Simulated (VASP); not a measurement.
## TaAs: single point with PBEsol

TaAs:

```
Ta As
1.0
    -1.68606    1.68606    5.62790
     1.68606   -1.68606    5.62790
     1.68606    1.68606   -5.62790
Ta As
2 2
Direct
  0.50080 0.00080 0.50000
  0.75080 0.75080 0.00000
  0.08180 0.58180 0.50000
  0.33180 0.33180 0.00000
```

```yaml
Program: VASP 6.6.1
Task: single point
Functional: PBEsol
Potentials_or_basis: VASP PAW PBE potentials, release 64 (Ta_pv, As)
Cutoff: 520 eV
k_mesh: 18 × 18 × 18
Occupations: gaussian, width 0.1 eV
Spin: no spin polarisation
Dipole_correction: no
Further_INCAR_settings: ALGO = Normal; EDIFF = 1e-07; NBANDS = 24
```

```json
{
 "Pressure": "14.3 GPa",
 "Largest force": "0.006 eV/Å",
 "Band gap on the k mesh": "zero (filled and empty bands overlap)"
}
```

Forces in eV/Å, atoms in the order of the input:
```
Ta   0.000  0.000  0.006
Ta   0.000  0.000  0.006
As   0.000  0.000 -0.006
As   0.000  0.000 -0.006
```

Stress tensor (GPa, compression positive):
```
14.34  0.00  0.00
 0.00 14.34  0.00
 0.00  0.00 14.13
```

Levels at points of the mesh, in eV from the Fermi level:
| k point | band 12 | band 13 | band 14 | band 15 | band 16 | band 17 | band 18 | band 19 | band 20 | band 21 |
| --- | --- | --- | --- | --- | --- | --- | --- | --- | --- | --- |
| (0.00, 0.00, 0.00) | -2.63 | -2.59 | -2.06 | -1.71 | -1.71 | 0.91 | 1.73 | 2.68 | 3.39 | 3.39 |
| (0.50, 0.00, 0.00) | -3.77 | -2.67 | -2.33 | -1.68 | -0.12 | 0.10 | 1.54 | 2.55 | 2.72 | 3.36 |
| (0.50, 0.50, 0.00) | -5.40 | -3.26 | -3.26 | -1.20 | -1.20 | 3.07 | 3.07 | 3.44 | 3.44 | 4.43 |
| (0.50, 0.50, 0.50) | -3.14 | -3.11 | -3.11 | -0.91 | -0.91 | 1.29 | 1.29 | 2.64 | 2.64 | 3.70 |

It took 13 min on 1 thread of AMD EPYC 9R45 96-Core Processor (Zen 5) (shared host), peak memory 0.79 GiB.

Caveat: the cell stands under pressure; the PAW data sets were made with another functional, which shifts forces and pressure a little; spin-orbit coupling is left out, which moves the levels of the heavy elements.
